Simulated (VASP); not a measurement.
# GaAs (F-43m) in VASP: single point with r2SCAN

Aim: the single point of GaAs with r2SCAN.

Everything below comes from runs of VASP 6.6.1. Logs are shortened: lines on timing, memory, paths and dates and some standing lists are left out, and cuts for length are marked.

### 1 The cell of the first run

Symmetry: F-43m, No. 216, cubic system. Conventional cell: a = 5.666 Å, b = 5.666 Å, c = 5.666 Å, α = 90.00°, β = 90.00°, γ = 90.00°. Ga (site symmetry -43m) has 4 As at 2.45 Å within 3.2 Å. Within 3.2 Å of As (site symmetry -43m) lie 4 Ga at 2.45 Å.

### 2 Single point, r2SCAN

Contents of POSCAR:

```
GaAs
1.0
    0.0000000000      2.8330850947      2.8330850947
    2.8330850947      0.0000000000      2.8330850947
    2.8330850947      2.8330850947      0.0000000000
Ga As
1 1
Direct
    0.0000000000      0.0000000000      0.0000000000
    0.2500000000      0.2500000000      0.2500000000
```

Contents of INCAR.step1:

```
PREC = Accurate
ENCUT = 520
ISMEAR = 0
SIGMA = 0.01
LREAL = False
LASPH = True
NELM = 60
NBANDS = 16
GGA = PE
ALGO = Normal
EDIFF = 1E-4
LWAVE = True
LCHARG = False
```

Contents of INCAR.step2:

```
PREC = Accurate
ENCUT = 520
EDIFF = 1E-7
ISMEAR = 0
SIGMA = 0.01
LREAL = False
LASPH = True
NELM = 60
ALGO = Normal
ISIF = 2
LWAVE = False
LCHARG = False
METAGGA = R2SCAN
LMIXTAU = True
NBANDS = 16
ISTART = 1
```

Contents of KPOINTS:

```
Automatic mesh
0
Gamma
  6 6 6
```

Potentials or basis: VASP PAW PBE potentials, release 64 (Ga_d, As).

Started as:

```
> cat potpaw_PBE.64/Ga_d/POTCAR potpaw_PBE.64/As/POTCAR > POTCAR
> cp INCAR.step1 INCAR
> mpirun -np 1 vasp_std > vasp.out
> cp INCAR.step2 INCAR
> mpirun -np 1 vasp_std > vasp.out
```

OUTCAR:

```text
PREC = Accurate
   ENCUT = 520
   EDIFF = 1E-7
   ISMEAR = 0
   LREAL = False
   LASPH = True
   NELM = 60
   ISIF = 2
   METAGGA = R2SCAN
   ISTART = 1

 ion  position               nearest neighbor table
   1  0.000  0.000  0.000-   2 2.45   2 2.45   2 2.45   2 2.45
   2  0.250  0.250  0.250-   1 2.45   1 2.45   1 2.45   1 2.45

  LATTYP: Found a face centered cubic cell.
 ALAT       =     5.6661701894

  Lattice vectors:

 A1 = (   0.0000000000,   2.8330850947,   2.8330850947)
 A2 = (   2.8330850947,   0.0000000000,   2.8330850947)
 A3 = (   2.8330850947,   2.8330850947,   0.0000000000)

Analysis of symmetry for initial positions (statically):
=====================================================================
 Subroutine PRICEL returns:
 Original cell was already a primitive cell.

 Routine SETGRP: Setting up the symmetry group for a
 face centered cubic supercell.

 Subroutine GETGRP returns: Found 24 space group operations
 (whereof 24 operations were pure point group operations)
 out of a pool of 48 trial point group operations.

The static configuration has the point symmetry T_d .

Analysis of symmetry for dynamics (positions and initial velocities):
=====================================================================
 Subroutine PRICEL returns:
 Original cell was already a primitive cell.

 Routine SETGRP: Setting up the symmetry group for a
 face centered cubic supercell.

 Subroutine GETGRP returns: Found 24 space group operations
 (whereof 24 operations were pure point group operations)
 out of a pool of 48 trial point group operations.

The dynamic configuration has the point symmetry T_d .

 Subroutine INISYM returns: Found 24 space group operations
 (whereof 24 operations are pure point group operations),
 and found     1 'primitive' translations

----------------------------------------------------------------------------------------

                                     Primitive cell

  volume of cell :      45.4788

  direct lattice vectors                    reciprocal lattice vectors
     0.000000000  2.833085095  2.833085095    -0.176486051  0.176486051  0.176486051
     2.833085095  0.000000000  2.833085095     0.176486051 -0.176486051  0.176486051
     2.833085095  2.833085095  0.000000000     0.176486051  0.176486051 -0.176486051

  length of vectors
     4.006587364  4.006587364  4.006587364     0.305682807  0.305682807  0.305682807

  position of ions in fractional coordinates (direct lattice)
[... 70 lines left out ...]
   EDIFF  = 0.1E-06   stopping-criterion for ELM
   LREAL  =      F    real-space projection
   EDIFFG = 0.1E-05   stopping-criterion for IOM
   NSW    =      0    number of steps for IOM
   IBRION =     -1    ionic relax: 0-MD 1-quasi-New 2-CG
   NFREE  =      0    steps in history (QN), initial steepest desc. (CG)
   ISIF   =      2    stress and relaxation
   ISYM   =      2    0-nonsym 1-usesym 2-fastsym
   POTIM  = 0.5000    time-step for ionic-motion
   TEBEG  =    0.0;   TEEND  =   0.0 temperature during run
   PSTRESS=    0.0 pullay stress
   NELECT =      18.0000    total number of electrons
   NUPDOWN=      -1.0000    fix difference up-down
   EMIN   =  10.00;   EMAX   =-10.00  energy-range for DOS
   EFERMI =   0.00;   METHOD = LEGACY
   ISMEAR =     0;   SIGMA  =   0.01  broadening in eV -4-tet -1-fermi 0-gaus
   EFERMI_NEDOS =   21; number of points for ismear=-14 and -15
   IALGO  =     38    algorithm
   IMIX   =      4    mixing-type and parameters
     AMIX     =   0.40;   BMIX     =  1.00
     AMIX_MAG =   1.60;   BMIX_MAG =  1.00
  volume/ion in A,a.u.               =      22.74       153.45
  Fermi-wavevector in a.u.,A,eV,Ry     =   1.201977  2.271407 19.656990  1.444748
  Thomas-Fermi vector in A             =   2.337771
   LORBIT       =      0    0 simple, 1 ext, 2 COOP (PROOUT), +10 PAW based schemes
   METAGGA = R2SCAN    functional components
   LHFCALC =     F    Hartree Fock is set to
   AEXX    =    0.0000 exact exchange contribution
   IVDW    =     0    specifies the selected vdW correction
   LEPSILON=     F    determine dielectric tensor
   LRPA    =     F    only Hartree local field effects (RPA)
 non-spin polarized calculation
 Gauss-broadening in eV      SIGMA  =   0.01
  energy-cutoff  :      520.00
  volume of cell :       45.48
 maximum number of plane-waves:      1243
 NGX is ok and might be reduce to    30
   NGX = 15   NGY = 15   NGZ = 15

 number of electron      17.9999990 magnetization

 Free energy of the ion-electron system (eV)
  ---------------------------------------------------
  ext. energy  EPLUGINS =         0.00000000
  ---------------------------------------------------
  free energy    TOTEN  =       -27.03619834 eV

  energy without entropy =      -27.03619834  energy(sigma->0) =      -27.03619834

 E-fermi :   3.7078     XC(G=0): -10.2209

 val. band max:        3.6233892672   @ k =   0.0000   0.0000   0.0000
 cond. band min:       4.5656152124   @ k =   0.0000   0.0000   0.0000
 fundamental gap:      0.9422259452
 Fermi energy:         3.7077678201

 k-point     1 :       0.0000    0.0000    0.0000
  band No.  band energies     occupation
      1     -11.6099      2.00000
      2     -11.6099      2.00000
      3     -11.6099      2.00000
      4     -11.5223      2.00000
      5     -11.5223      2.00000
      6      -9.5378      2.00000
[... 281 lines left out ...]
      3     -11.5619      2.00000
      4     -11.5380      2.00000
      5     -11.5147      2.00000
      6      -6.8949      2.00000
[... 8 lines left out ...]
     15      16.4484      0.00000
     16      17.7303      0.00000

------------------------ aborting loop because EDIFF is reached ----------------------------------------

  FORCE on cell =-STRESS in cart. coord.  units (eV):
  Direction    XX          YY          ZZ          XY          YZ          ZX
  --------------------------------------------------------------------------------------
  -------------------------------------------------------------------------------------
  Total        0.0328616      0.0328616      0.0328616      0.0000000      0.0000000      0.0000000
  in kB        1.1576856      1.1576856      1.1576856      0.0000000      0.0000000      0.0000000
  external PRESSURE =       1.1576856 kB  Pullay stress =       0.0000000 kB

 VOLUME and BASIS-vectors are now :
 -----------------------------------------------------------------------------
  energy-cutoff  :      520.00
  volume of cell :       45.48
      direct lattice vectors                 reciprocal lattice vectors
     0.000000000  2.833085095  2.833085095    -0.176486051  0.176486051  0.176486051
     2.833085095  0.000000000  2.833085095     0.176486051 -0.176486051  0.176486051
     2.833085095  2.833085095  0.000000000     0.176486051  0.176486051 -0.176486051

 POSITION                                       TOTAL-FORCE (eV/Angst)
 -----------------------------------------------------------------------------------
      0.00000      0.00000      0.00000        -0.000000      0.000000     -0.000000
      1.41654      1.41654      1.41654         0.000000     -0.000000      0.000000
 -----------------------------------------------------------------------------------
    total drift:                                0.000001      0.000001      0.000001

  FREE ENERGIE OF THE ION-ELECTRON SYSTEM (eV)
  ---------------------------------------------------
  free  energy   TOTEN  =       -27.0361983418 eV

  energy  without entropy=      -27.0361983418  energy(sigma->0) =      -27.03619834
```

OUTCAR.step1:

```text
PREC = Accurate
   ENCUT = 520
   ISMEAR = 0
   LREAL = False
   LASPH = True
[... 515 lines left out ...]
      0.00000      0.00000      0.00000         0.000000      0.000000      0.000000
      1.41654      1.41654      1.41654        -0.000000     -0.000000     -0.000000
 -----------------------------------------------------------------------------------
    total drift:                                0.000002      0.000002      0.000002

  FREE ENERGIE OF THE ION-ELECTRON SYSTEM (eV)
  ---------------------------------------------------
  free  energy   TOTEN  =        -8.2329485674 eV

  energy  without entropy=       -8.2329485674  energy(sigma->0) =       -8.23294857
```

Run time: 97 s. Hardware: 1 thread of AMD EPYC 7R13, shared host; peak memory 0.14 GiB.

What came out:

```
Free energy            : -27.0362 eV
Pressure               : 0.1 GPa
Band gap on the k mesh : 0.94 eV, direct
```

Caveat: the PAW data sets were made with another functional, which shifts forces and pressure a little. r2SCAN opens gaps a little over a GGA but as a rule still falls short of measured ones.
